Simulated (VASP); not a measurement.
Here is a VASP 6.6.1 calculation.

File INCAR:

```
SYSTEM = Mg3Te
PREC = Accurate
ENCUT = 600
EDIFF = 1E-6
ISMEAR = -1
SIGMA = 0.05
LREAL = .FALSE.
LASPH = .TRUE.
NELM = 60
ALGO = Normal
ISIF = 3
LWAVE = .FALSE.
LCHARG = .FALSE.
GGA = PS
IBRION = 2
NSW = 60
EDIFFG = -0.01
PSTRESS = 200.0
```

Contents of KPOINTS:

```
Automatic mesh
0
G
  9 9 9
  0 0 0
```

The input POSCAR:

```
Mg3Te
1.0
   -2.1393600000      2.1393600000      5.2824880000
    2.1393600000     -2.1393600000      5.2824880000
    2.1393600000      2.1393600000     -5.2824880000
Te Mg
1 3
Direct
    0.0000000000      0.0000000000      0.0000000000
    0.2500000000      0.7500000000      0.5000000000
    0.7500000000      0.2500000000      0.5000000000
    0.5000000000      0.5000000000      0.0000000000
```

Potentials or basis: VASP PAW PBE potentials, release 64 (Te, Mg).

Launch:

```sh
$ cat potpaw_PBE.64/Te/POTCAR potpaw_PBE.64/Mg/POTCAR > POTCAR
$ mpirun -np 1 vasp_std > vasp.out
```

Q: Estimate the band gap on the k mesh.

A: Zero (bands 6 and 7 overlap by 2.29 eV).

Q: What does it give for the space group after relaxing (to 0.1 Å)?

A: I4/mmm (No. 139).

Q: Predict the relaxed volume.

A: 17.67 Å³/atom.

The path:
| step | energy change (eV) | largest force (eV/Å) | pressure (GPa) | volume (Å³) |
| --- | --- | --- | --- | --- |
| 1 | 0.0000 | 0.0000 | -1.09 | 96.71 |
| 2 | 3.6708 | 0.0000 | 50.17 | 58.66 |
| 3 | 1.0634 | 0.0000 | 19.30 | 71.48 |
| 4 | 1.1190 | 0.0000 | 20.02 | 71.03 |
| 5 | 1.1150 | 0.0000 | 20.15 | 70.73 |
| 6 | 1.1400 | 0.0000 | 20.49 | 70.40 |
| 7 | 1.1471 | 0.0000 | 20.57 | 70.34 |
| 8 | 1.0573 | 0.0000 | 19.41 | 71.06 |
| 9 | 1.1031 | 0.0000 | 20.00 | 70.68 |

Caveat: the cell is relaxed towards a set pressure, so the run minimises the enthalpy, not the energy; the volume moved by over 15 % at a fixed basis, so the end points are rough; the PAW data sets were made with another functional, which shifts forces and pressure a little; spin-orbit coupling is left out, which moves the levels of the heavy elements.
